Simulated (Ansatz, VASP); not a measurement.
# Si7Ge: VASP beside Ansatz

INCAR

```
SYSTEM = Si7Ge
PREC = Accurate
ENCUT = 520
EDIFF = 1E-6
ISMEAR = 0
SIGMA = 0.03
LREAL = .False.
LASPH = .True.
NELM = 100
ALGO = Normal
ISIF = 2
LWAVE = .False.
LCHARG = .False.
GGA = PS
NBANDS = 31
```

The input KPOINTS:

```
Automatic mesh
0
Gamma
  6 6 6
  0 0 0
```

POSCAR

```
Si7Ge
1.0
    5.4591768144      0.0000000000      0.0000000000
    0.0000000000      5.4591768144      0.0000000000
    0.0000000000      0.0000000000      5.4591768144
Si Ge
7 1
Direct
    0.2525976817      0.2525976817      0.2525976817
    0.0000000000      0.5000000000      0.5000000000
    0.5000000000      0.5000000000      0.0000000000
    0.5000000000      0.0000000000      0.5000000000
    0.7474023183      0.2525976817      0.7474023183
    0.7474023183      0.7474023183      0.2525976817
    0.2525976817      0.7474023183      0.7474023183
    0.0000000000      0.0000000000      0.0137383350
```

Input for Ansatz:

```yaml
crystal:
  lattice:
    - [5.4591768144, 0.0, 0.0]
    - [0.0, 5.4591768144, 0.0]
    - [0.0, 0.0, 5.4591768144]
  atoms:
    - { symbol: Si, position: [0.2525976817, 0.2525976817, 0.2525976817] }
    - { symbol: Si, position: [0.0, 0.5, 0.5] }
    - { symbol: Si, position: [0.5, 0.5, 0.0] }
    - { symbol: Si, position: [0.5, 0.0, 0.5] }
    - { symbol: Si, position: [0.7474023183, 0.2525976817, 0.7474023183] }
    - { symbol: Si, position: [0.7474023183, 0.7474023183, 0.2525976817] }
    - { symbol: Si, position: [0.2525976817, 0.7474023183, 0.7474023183] }
    - { symbol: Ge, position: [0.0, 0.0, 0.013738335] }
basis:
  ecutwfc: 420
kpoints:
  mp_grid: { grid: [6, 6, 6] }
hamiltonian:
  xc: pbesol
scf:
  occupations: { method: gaussian, width: 0.03 }
output:
  forces: true
  stress: true
  eigenvalues: true
```

Alike in both runs: task single point; functional PBEsol; k mesh 6 × 6 × 6; occupations gaussian, width 0.03 eV; no spin polarisation.

|  | VASP | Ansatz |
| --- | --- | --- |
| version | VASP 6.6.1 | Ansatz 0.2.0 |
| potentials or method | VASP PAW PBE potentials, release 64 (Si, Ge_d), cutoff 520 eV | scalar-relativistic, plane waves, PAW |
| valence electrons in the cell | 42 | 42 |

VASP gave:

```
gap on the k mesh at the Fermi level (eV)                     : 0.20
least direct gap on the mesh (eV)                             : 0.20
pressure (GPa)                                                : 0.1
traceless stress, the component that is largest in VASP (GPa) : 0.74
rms of the force components (eV/Å)                            : 0.239
```

Question: Estimate Ansatz's values.

Answer: gap on the k mesh at the Fermi level (eV): 0.20; least direct gap on the mesh (eV): 0.20; pressure (GPa): 0.0; traceless stress, the component that is largest in VASP (GPa): 0.74; rms of the force components (eV/Å): 0.240.

VASP's potentials were made for PBE, not for PBEsol. Atom by atom the forces differ by 0.003 eV/Å (rms over components). The functional is the same, so the differences come from potentials, cutoffs and numerics.
